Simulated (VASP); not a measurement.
Crystal: Sr.

```
CELL_PARAMETERS angstrom
0.00000 3.04235 3.04235
3.04235 0.00000 3.04235
3.04235 3.04235 0.00000
ATOMIC_POSITIONS crystal
Sr 0.00000 0.00000 0.00000
```

- Program: VASP 6.6.1
- Task: relaxation of cell and atoms
- Functional: PBEsol
- Potentials or basis: VASP PAW PBE potentials, release 64 (Sr_sv)
- Cutoff: 600 eV
- k mesh: 6 × 6 × 6
- Occupations: methfessel-paxton, width 0.05 eV
- Spin: no spin polarisation

At the start: pressure -0.8 GPa; volume 56.32 Å³/atom.

Q: Where does the relaxation end?

A: Over 4 steps the energy falls by 11.3 meV/atom and the volume is 52.27 Å³/atom (-7.2 %); space group Fm-3m (No. 225, to 0.1 Å) before and after.

The path:
| step | energy change (eV) | largest force (eV/Å) | pressure (GPa) | volume (Å³) |
| --- | --- | --- | --- | --- |
| 1 | 0.0000 | 0.0000 | -0.85 | 56.32 |
| 2 | -0.0093 | 0.0000 | -0.38 | 53.92 |
| 3 | -0.0113 | 0.0000 | -0.04 | 52.44 |
| 4 | -0.0113 | 0.0000 | 0.00 | 52.27 |

Final structure:
```
Sr
1.0
     0.00000    2.96769    2.96769
     2.96769    0.00000    2.96769
     2.96769    2.96769    0.00000
Sr
1
Direct
  0.00000 0.00000 0.00000
```

Caveat: the PAW data sets were made with another functional, which shifts forces and pressure a little.
